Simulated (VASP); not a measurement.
# Ba (I4/mmm) in VASP: single point with PBEsol

Aim: the single point of Ba with PBEsol.

Everything below comes from runs of VASP 6.6.1. Logs are shortened: lines on timing, memory, paths and dates and some standing lists are left out, and cuts for length are marked.

## Step 1: The cell of the first run

The typed cell holds 1 atom: a = 4.454 Å, b = 4.454 Å, c = 4.454 Å, α = 120.00°, β = 120.00°, γ = 90.01°.

## Step 2: Single point, PBEsol

File INCAR:

```
SYSTEM = Ba
ALGO = Fast ; EDIFF = 1E-7
ENCUT = 520 ; GGA = PS
ISIF = 2 ; ISMEAR = 0
LASPH = .TRUE. ; LCHARG = .FALSE.
LREAL = .FALSE. ; LWAVE = .FALSE.
NBANDS = 11 ; NELM = 60
PREC = Accurate ; SIGMA = 0.15
```

File KPOINTS:

```
k-points
0
G
  16 16 16
  0 0 0
```

File POSCAR:

```
Ba
1.0
   -2.2273589199      2.2273589199      3.1494855127
    2.2273589199     -2.2273589199      3.1494855127
    2.2273589199      2.2273589199     -3.1494855127
Ba
1
Direct
    0.0000000000      0.0000000000      0.0000000000
```

Potentials or basis: VASP PAW PBE potentials, release 64 (Ba_sv).

Command:

```bash
$ cat potpaw_PBE.64/Ba_sv/POTCAR > POTCAR
$ mpirun -np 1 vasp_std > vasp.out
```

OUTCAR:

```text
SYSTEM = Ba
   EDIFF = 1E-7
   ENCUT = 520
   GGA = PS
   ISIF = 2
   ISMEAR = 0
   LASPH = .TRUE.
   LREAL = .FALSE.
   NELM = 60
   PREC = Accurate

 ion  position               nearest neighbor table
   1  0.000  0.000  0.000-

  LATTYP: Found a body centered tetragonal cell.
 ALAT       =     4.4547178398
 C/A-ratio  =     1.4140000000

  Lattice vectors:

 A1 = (  -2.2273589199,   2.2273589199,   3.1494855127)
 A2 = (   2.2273589199,  -2.2273589199,   3.1494855127)
 A3 = (   2.2273589199,   2.2273589199,  -3.1494855127)

Analysis of symmetry for initial positions (statically):
=====================================================================
 Subroutine PRICEL returns:
 Original cell was already a primitive cell.

 Routine SETGRP: Setting up the symmetry group for a
 body centered tetragonal supercell.

 Subroutine GETGRP returns: Found 16 space group operations
 (whereof 16 operations were pure point group operations)
 out of a pool of 16 trial point group operations.

The static configuration has the point symmetry D_4h.

Analysis of symmetry for dynamics (positions and initial velocities):
=====================================================================
 Subroutine PRICEL returns:
 Original cell was already a primitive cell.

 Routine SETGRP: Setting up the symmetry group for a
 body centered tetragonal supercell.

 Subroutine GETGRP returns: Found 16 space group operations
 (whereof 16 operations were pure point group operations)
 out of a pool of 16 trial point group operations.

The dynamic configuration has the point symmetry D_4h.

 Subroutine INISYM returns: Found 16 space group operations
 (whereof 16 operations are pure point group operations),
 and found     1 'primitive' translations

----------------------------------------------------------------------------------------

                                     Primitive cell

  volume of cell :      62.5000

  direct lattice vectors                    reciprocal lattice vectors
    -2.227358920  2.227358920  3.149485513     0.000000000  0.224481109  0.158756088
     2.227358920 -2.227358920  3.149485513     0.224481109  0.000000000  0.158756088
     2.227358920  2.227358920 -3.149485513     0.224481109  0.224481109  0.000000000

  length of vectors
     4.454381496  4.454381496  4.454381496     0.274945929  0.274945929  0.317464229

  position of ions in fractional coordinates (direct lattice)
     0.000000000  0.000000000  0.000000000

  ion indices of the primitive-cell ions
   primitive index   ion index
                 1           1

----------------------------------------------------------------------------------------

 KPOINTS: k-points

Automatic generation of k-mesh.
 Grid dimensions read from file:
 generate k-points for:   16   16   16

 Generating k-lattice:

  Cartesian coordinates                     Fractional coordinates (reciprocal lattice)
     0.000000000  0.014030069  0.009922256     0.062500000  0.000000000  0.000000000
     0.014030069  0.000000000  0.009922256     0.000000000  0.062500000  0.000000000
     0.014030069  0.014030069  0.000000000     0.000000000  0.000000000  0.062500000

  Length of vectors
     0.017184121  0.017184121  0.019841514

  Shift w.r.t. Gamma in fractional coordinates (k-lattice)
     0.000000000  0.000000000  0.000000000

 Subroutine IBZKPT returns following result:
 ===========================================

 Found    349 irreducible k-points:

 Following reciprocal coordinates:
            Coordinates               Weight
  0.000000  0.000000  0.000000      1.000000
  0.062500  0.000000  0.000000      8.000000
  0.125000  0.000000  0.000000      8.000000
  0.187500 -0.000000  0.000000      8.000000
  0.250000  0.000000  0.000000      8.000000
  0.312500 -0.000000  0.000000      8.000000
[... 16 lines left out ...]
 -0.125000  0.062500  0.000000     16.000000
 -0.062500  0.062500  0.000000      4.000000
 [... further k-points ...]
   k-points           NKPTS =    349   k-points in BZ     NKDIM =    349   number of bands    NBANDS=     11
   number of dos      NEDOS =    301   number of ions     NIONS =      1
   total plane-waves  NPLWV =  46656
   dimension x,y,z NGX =    36 NGY =   36 NGZ =   36
   dimension x,y,z NGXF=    72 NGYF=   72 NGZF=   72
   ions per type =               1
   NGX,Y,Z   is equivalent  to a cutoff of  13.44, 13.44, 13.44 a.u.
   NGXF,Y,Z  is equivalent  to a cutoff of  26.87, 26.87, 26.87 a.u.
 SYSTEM =  Ba
   PREC   = accura    normal or accurate (medium, high low for compatibility)
   ISTART =      0    job   : 0-new  1-cont  2-samecut
   ICHARG =      2    charge: 1-file 2-atom 10-const
   ISPIN  =      1    spin polarized calculation?
   LNONCOLLINEAR =      F non collinear calculations
   LSORBIT =      F    spin-orbit coupling
   LASPH  =      T    aspherical Exc in radial PAW
   ENCUT  =  520.0 eV  38.22 Ry    6.18 a.u.   8.28  8.28  8.28*2*pi/ulx,y,z
   NELM   =     60;   NELMIN=  2; NELMDL= -5     # of ELM steps
   EDIFF  = 0.1E-06   stopping-criterion for ELM
   LREAL  =      F    real-space projection
   EDIFFG = 0.1E-05   stopping-criterion for IOM
   NSW    =      0    number of steps for IOM
   IBRION =     -1    ionic relax: 0-MD 1-quasi-New 2-CG
   NFREE  =      0    steps in history (QN), initial steepest desc. (CG)
   ISIF   =      2    stress and relaxation
   ISYM   =      2    0-nonsym 1-usesym 2-fastsym
   POTIM  = 0.5000    time-step for ionic-motion
   TEBEG  =    0.0;   TEEND  =   0.0 temperature during run
   PSTRESS=    0.0 pullay stress
   NELECT =      10.0000    total number of electrons
   NUPDOWN=      -1.0000    fix difference up-down
   EMIN   =  10.00;   EMAX   =-10.00  energy-range for DOS
   EFERMI =   0.00;   METHOD = LEGACY
   ISMEAR =     0;   SIGMA  =   0.15  broadening in eV -4-tet -1-fermi 0-gaus
   EFERMI_NEDOS =   21; number of points for ismear=-14 and -15
   IALGO  =     68    algorithm
   IMIX   =      4    mixing-type and parameters
     AMIX     =   0.40;   BMIX     =  1.00
     AMIX_MAG =   1.60;   BMIX_MAG =  1.00
  volume/ion in A,a.u.               =      62.50       421.77
  Fermi-wavevector in a.u.,A,eV,Ry     =   0.888754  1.679501 10.747016  0.789883
  Thomas-Fermi vector in A             =   2.010225
   LORBIT       =      0    0 simple, 1 ext, 2 COOP (PROOUT), +10 PAW based schemes
   GGA     = PS    functional components
   LHFCALC =     F    Hartree Fock is set to
   AEXX    =    0.0000 exact exchange contribution
   IVDW    =     0    specifies the selected vdW correction
   LEPSILON=     F    determine dielectric tensor
   LRPA    =     F    only Hartree local field effects (RPA)
 non-spin polarized calculation
 RMM-DIIS sequential band-by-band and
 Gauss-broadening in eV      SIGMA  =   0.15
  energy-cutoff  :      520.00
  volume of cell :       62.50
 maximum number of plane-waves:      1706
 NGX is ok and might be reduce to    36
   NGX = 17   NGY = 17   NGZ = 17

 number of electron      10.0000000 magnetization

 number of electron       9.9999999 magnetization

 Free energy of the ion-electron system (eV)
  ---------------------------------------------------
  ext. energy  EPLUGINS =         0.00000000
  ---------------------------------------------------
  free energy    TOTEN  =        -2.13543176 eV

  energy without entropy =       -2.11665855  energy(sigma->0) =       -2.12604515

 E-fermi :   1.6037     XC(G=0):  -7.5307

 val. band max:        1.5990613754   @ k =   0.3125   0.3125   0.0000
 cond. band min:       1.6059345520   @ k =  -0.3125   0.4375   0.1875
 fundamental gap:      0.0068731765
 Fermi energy:         1.6036711170

 k-point     1 :       0.0000    0.0000    0.0000
  band No.  band energies     occupation
      1     -27.2588      2.00000
      2     -12.1908      2.00000
      3     -12.1908      2.00000
      4     -12.1908      2.00000
      5      -1.2140      2.00000
      6       3.3688      0.00000
      7       3.3688      0.00000
      8       3.3696      0.00000
      9       4.9595      0.00000
     10       4.9609      0.00000
     11       7.6153      0.00000

 k-point     2 :       0.0625    0.0000    0.0000
  band No.  band energies     occupation
      1     -27.2573      2.00000
      2     -12.2103      2.00000
      3     -12.1932      2.00000
      4     -12.1932      2.00000
      5      -1.1433      2.00000
      6       3.2792      0.00000
      7       3.4038      0.00000
      8       3.4044      0.00000
      9       4.9097      0.00000
     10       4.9110      0.00000
     11       7.7918      0.00000

 k-point     3 :       0.1250    0.0000    0.0000
  band No.  band energies     occupation
      1     -27.2527      2.00000
      2     -12.2654      2.00000
      3     -12.2001      2.00000
      4     -12.2001      2.00000
      5      -0.9390      2.00000
      6       3.0584      0.00000
      7       3.4905      0.00000
      8       3.4912      0.00000
      9       4.8048      0.00000
     10       4.8060      0.00000
     11       8.2083      0.00000

 k-point     4 :       0.1875   -0.0000    0.0000
  band No.  band energies     occupation
      1     -27.2460      2.00000
      2     -12.3461      2.00000
      3     -12.2104      2.00000
      4     -12.2104      2.00000
      5      -0.6259      2.00000
      6       2.8008      0.00000
      7       3.5654      0.00000
      8       3.5662      0.00000
      9       4.7614      0.00000
     10       4.7622      0.00000
     11       8.1767      0.00000
[... 239 lines left out ...]
 k-point    22 :      -0.1875    0.0625    0.0000
  band No.  band energies     occupation
      1     -27.2472      2.00000
      2     -12.3223      2.00000
      3     -12.2176      2.00000
      4     -12.2093      2.00000
      5      -0.6817      2.00000
      6       2.8208      0.00000
      7       3.5711      0.00000
      8       3.5935      0.00000
      9       4.4744      0.00000
     10       4.9929      0.00000
     11       8.4532      0.00000

 k-point    23 :      -0.1250    0.0625    0.0000
  band No.  band energies     occupation
      1     -27.2532      2.00000
      2     -12.2510      2.00000
      3     -12.2060      2.00000
      4     -12.2018      2.00000
      5      -0.9598      2.00000
      6       3.0575      0.00000
      7       3.4997      0.00000
      8       3.5050      0.00000
      9       4.6019      0.00000
     10       4.9975      0.00000
     11       8.2148      0.00000

 k-point    24 :      -0.0625    0.0625    0.0000
  band No.  band energies     occupation
      1     -27.2567      2.00000
      2     -12.2100      2.00000
      3     -12.1974      2.00000
      4     -12.1974      2.00000
      5      -1.1197      2.00000
      6       3.2361      0.00000
      7       3.4245      0.00000
      8       3.4253      0.00000
      9       4.7862      0.00000
     10       4.9973      0.00000
     11       7.8523      0.00000

 [... further k-points ...]

------------------------ aborting loop because EDIFF is reached ----------------------------------------

  FORCE on cell =-STRESS in cart. coord.  units (eV):
  Direction    XX          YY          ZZ          XY          YZ          ZX
  --------------------------------------------------------------------------------------
  -------------------------------------------------------------------------------------
  Total       -0.1803929     -0.1803929     -0.1802556      0.0000000     -0.0000000      0.0000000
  in kB       -4.6243418     -4.6243418     -4.6208218      0.0000000     -0.0000000      0.0000000
  external PRESSURE =      -4.6231685 kB  Pullay stress =       0.0000000 kB

 VOLUME and BASIS-vectors are now :
 -----------------------------------------------------------------------------
  energy-cutoff  :      520.00
  volume of cell :       62.50
      direct lattice vectors                 reciprocal lattice vectors
    -2.227358920  2.227358920  3.149485513     0.000000000  0.224481109  0.158756088
     2.227358920 -2.227358920  3.149485513     0.224481109  0.000000000  0.158756088
     2.227358920  2.227358920 -3.149485513     0.224481109  0.224481109  0.000000000

 POSITION                                       TOTAL-FORCE (eV/Angst)
 -----------------------------------------------------------------------------------
      0.00000      0.00000      0.00000         0.000000     -0.000000      0.000000
 -----------------------------------------------------------------------------------
    total drift:                               -0.000000      0.000000      0.000000

  FREE ENERGIE OF THE ION-ELECTRON SYSTEM (eV)
  ---------------------------------------------------
  free  energy   TOTEN  =        -2.1354317590 eV

  energy  without entropy=       -2.1166585454  energy(sigma->0) =       -2.12604515
```

Wall time 96 s (1 thread of Intel Xeon 6975P-C (Granite Rapids), shared host); peak memory 0.39 GiB.

Results:

* Free energy: -2.1354 eV
* Pressure: -0.5 GPa
* Band gap on the k mesh: zero (band 5 reaches 1.68 eV, above the bottom of band 6 at 1.41 eV)

Levels at points of the mesh, in eV from the Fermi level:
```
           k point  band 3  band 4  band 5  band 6  band 7  band 8
(0.00, 0.00, 0.00)  -13.79  -13.79   -2.82    1.77    1.77    1.77
(0.50, 0.00, 0.00)  -13.86  -13.86   -0.99    1.08    1.62    1.62
(0.50, 0.50, 0.00)  -13.97  -13.97   -0.84   -0.20    2.09    4.60
(0.50, 0.50, 0.50)  -13.97  -13.97   -0.84   -0.20    2.09    4.60
```

Caveat: the PAW data sets were made with another functional, which shifts forces and pressure a little; spin-orbit coupling is left out, which moves the levels of the heavy elements.
